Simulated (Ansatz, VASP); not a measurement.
One calculation of Si3S2, two programs

INCAR

```
SYSTEM = Si3S2
  ALGO = Normal
  EDIFF = 1E-7
  ENCUT = 520
  GGA = PE
  ISIF = 2
  ISMEAR = 0
  LASPH = .True.
  LCHARG = .True.
  LELF = .True.
  LREAL = .False.
  LVHAR = .True.
  LWAVE = .False.
  NBANDS = 20
  NELM = 60
  PREC = Accurate
  SIGMA = 0.1
```

KPOINTS

```
k-points
0
Gamma
  6 6 4
  0 0 0
```

Contents of POSCAR:

```
Si3S2
1.0
    3.9782418182      0.0000000000      0.0000000000
   -1.9891209091      3.4452584770      0.0000000000
    0.0000000000      0.0000000000      6.1894980573
Si S
3 2
Direct
    0.0000000000      0.0000000000      0.0000000000
    0.3333333333      0.6666666667      0.6450000000
    0.6666666667      0.3333333333      0.3550000000
    0.3333333333      0.6666666667      0.2450000000
    0.6666666667      0.3333333333      0.7550000000
```

Input for Ansatz:

```yaml
crystal:
  lattice:
    - [3.9782418182, 0.0, 0.0]
    - [-1.9891209091, 3.445258477, 0.0]
    - [0.0, 0.0, 6.1894980573]
  atoms:
    - { symbol: Si, position: [0.0, 0.0, 0.0] }
    - { symbol: Si, position: [0.3333333333, 0.6666666667, 0.645] }
    - { symbol: Si, position: [0.6666666667, 0.3333333333, 0.355] }
    - { symbol: S, position: [0.3333333333, 0.6666666667, 0.245] }
    - { symbol: S, position: [0.6666666667, 0.3333333333, 0.755] }
basis:
  ecutwfc: 420
kpoints:
  mp_grid: { grid: [6, 6, 4] }
hamiltonian:
  xc: pbe
scf:
  occupations: { method: gaussian, width: 0.1 }
  lower_state_search: "off"
output:
  forces: true
  stress: true
  eigenvalues: true
```

Alike in both runs: task single point; functional PBE; k mesh 6 × 6 × 4; occupations gaussian, width 0.1 eV; no spin polarisation.

|  | VASP | Ansatz |
| --- | --- | --- |
| version | VASP 6.6.1 | Ansatz 0.2.0 |
| potentials or method | VASP PAW PBE potentials, release 64 (Si, S), cutoff 520 eV | scalar-relativistic, plane waves, PAW |
| valence electrons in the cell | 24 | 24 |

VASP gave:

- gap on the k mesh at the Fermi level (eV): none
- pressure (GPa): 7.3
- traceless stress, the component that is largest in VASP (GPa): -3.32
- rms of the force components (eV/Å): 0.293

**Question.** Estimate Ansatz's values.

**Answer.** gap on the k mesh at the Fermi level (eV): none; pressure (GPa): 7.2; traceless stress, the component that is largest in VASP (GPa): -3.29; rms of the force components (eV/Å): 0.294.

Atom by atom the forces differ by 0.001 eV/Å (rms over components). A gap of «none» marks a metal or a gap that the smearing closes.
